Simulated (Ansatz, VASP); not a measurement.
**Two plane-wave programs on Na**

Contents of POSCAR:

```
Na
1.0
   -2.1125000000      2.1125000000      2.1125000000
    2.1125000000     -2.1125000000      2.1125000000
    2.1125000000      2.1125000000     -2.1125000000
Na
1
Direct
    0.0000000000      0.0000000000      0.0000000000
```

Contents of INCAR.step1:

```
SYSTEM = Na
  PREC = Accurate
  ENCUT = 520
  ISMEAR = 1
  SIGMA = 0.01
  LREAL = .False.
  LASPH = .True.
  NELM = 60
  NBANDS = 10
  GGA = PE
  ALGO = Normal
  EDIFF = 1E-4
  LWAVE = .True.
  LCHARG = .False.
```

INCAR.step2

```
SYSTEM = Na
  PREC = Accurate
  ENCUT = 520
  EDIFF = 1E-7
  ISMEAR = 1
  SIGMA = 0.01
  LREAL = .False.
  LASPH = .True.
  NELM = 60
  ALGO = Normal
  ISIF = 2
  LWAVE = .False.
  LCHARG = .True.
  METAGGA = R2SCAN
  LMIXTAU = .True.
  LELF = .True.
  LVHAR = .True.
  NBANDS = 10
  ISTART = 1
```

Contents of KPOINTS:

```
regular mesh
0
Gamma
  11 11 11
  0 0 0
```

Input for Ansatz:

```yaml
crystal:
  lattice:
    - [-2.1125, 2.1125, 2.1125]
    - [2.1125, -2.1125, 2.1125]
    - [2.1125, 2.1125, -2.1125]
  atoms:
    - { symbol: Na, position: [0.0, 0.0, 0.0] }
hamiltonian:
  xc: r2scan
  pseudopotentials:
    kind: paw
    azcp:
      Na: "pseudopotentials/Na.paw.azcp"
basis:
  ecutwfc: 500
  fft_grid_basis: typed
kpoints:
  mp_grid: { grid: [11, 11, 11], shift: [0, 0, 0] }
magnetization:
  spin_polarized: false
scf:
  occupations: { method: methfessel_paxton, width: 0.01 }
  lower_state_search: "off"
output:
  stress: true
  write_density: true
  write_potential: true
  elf: true
  volumetric_format: npy
```

Alike in both runs: task single point; functional r2SCAN; k mesh 11 × 11 × 11; occupations methfessel-paxton of order 1, width 0.01 eV; no spin polarisation.

```csv
,VASP,Ansatz
version,VASP 6.6.1,Ansatz 0.2.0
potentials or method,"VASP PAW PBE potentials, release 64 (Na_pv), cutoff 520 eV","plane waves (500 eV) with PAW, scalar-relativistic"
valence electrons in the cell,7,9
```

```tsv
	VASP	Ansatz	Ansatz less VASP
pressure (GPa)	0.1	0.0	-0.09
```

VASP's potentials were made for PBE, not for r2SCAN. VASP's potentials hold 7 valence electrons a cell and Ansatz's 9, so a difference there can come from the potentials and not from the codes.
